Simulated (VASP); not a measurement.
## TlRh2: single point with PBE

Crystal: TlRh2.

```
CELL_PARAMETERS angstrom
0.00000 3.10687 3.10687
3.10687 0.00000 3.10687
3.10687 3.10687 0.00000
ATOMIC_POSITIONS crystal
Tl 0.00000 0.00000 0.00000
Rh 0.25000 0.25000 0.25000
Rh 0.75000 0.75000 0.75000
```

| Quantity | Value |
| --- | --- |
| Program | VASP 6.6.1 |
| Task | single point |
| Functional | PBE |
| Potentials or basis | VASP PAW PBE potentials, release 64 (Tl_d, Rh_pv) |
| Cutoff | 520 eV |
| k mesh | 14 × 14 × 14 |
| Occupations | gaussian, width 0.1 eV |
| Spin | no spin polarisation |
| Dipole correction | no |
| Further INCAR settings | ALGO = Fast; EDIFF = 1e-06; NBANDS = 28 |

The pressure is 0.1 GPa.

Levels at points of the mesh, in eV from the Fermi level:
```
           k point  band 20  band 21  band 22  band 23  band 24  band 25
(0.00, 0.00, 0.00)     0.04     0.69     0.69     5.23     7.35     7.35
(0.50, 0.00, 0.00)    -0.95    -0.63    -0.63     0.10     5.90     5.90
(0.50, 0.50, 0.00)    -0.44    -0.12     0.63     1.37     1.37     1.72
```

Wall time 74 s on 1 thread of Intel(R) Xeon(R) 6975P-C (Granite Rapids), with other jobs on the host, peak memory 0.31 GiB.

Caveat: spin-orbit coupling is left out, which moves the levels of the heavy elements.
